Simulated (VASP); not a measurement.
Set up this calculation in VASP 6.6.1, as the native input.

- Task: single point
- Functional: PBEsol
- Potentials or basis: VASP PAW PBE potentials, release 64 (Zn, O)
- Cutoff: 520 eV
- k mesh: 9 × 9 × 6
- Occupations: gaussian, width 0.02 eV
- Spin: no spin polarisation
- Dipole correction: no
- Further INCAR settings: ALGO = Normal; EDIFF = 1e-06; NBANDS = 26

The structure of ZnO lies in POSCAR:

```
ZnO
1.0
    3.2305167509      0.0000000000      0.0000000000
   -1.6152583754      2.7977095737      0.0000000000
    0.0000000000      0.0000000000      5.2139362918
Zn O
2 2
Direct
    0.6666666667      0.3333333333      0.5006385777
    0.3333333333      0.6666666667      0.0006385777
    0.6666666667      0.3333333333      0.8796714223
    0.3333333333      0.6666666667      0.3796714223
```

These files were run (other wordings do the same):

INCAR

```
SYSTEM = ZnO
  ALGO = Normal
  EDIFF = 1E-6
  ENCUT = 520
  GGA = PS
  ISIF = 2
  ISMEAR = 0
  LASPH = .True.
  LCHARG = .True.
  LELF = .True.
  LREAL = .False.
  LVHAR = .True.
  LWAVE = .False.
  NBANDS = 26
  NELM = 60
  PREC = Accurate
  SIGMA = 0.02
```

KPOINTS

```
k-points
0
Gamma
  9 9 6
  0 0 0
```

Potentials or basis: VASP PAW PBE potentials, release 64 (Zn, O).

Launch:

```bash
$ cat potpaw_PBE.64/Zn/POTCAR potpaw_PBE.64/O/POTCAR > POTCAR
$ mpirun -np 1 vasp_std > vasp.out
```

It gave:

The pressure is 0.7 GPa and the band gap on the k mesh is 0.69 eV, direct.

Caveat: the PAW data sets were made with another functional, which shifts forces and pressure a little.

It took 27 s on 1 thread of Intel(R) Xeon(R) 6975P-C (Granite Rapids) (shared host), peak memory 0.18 GiB.
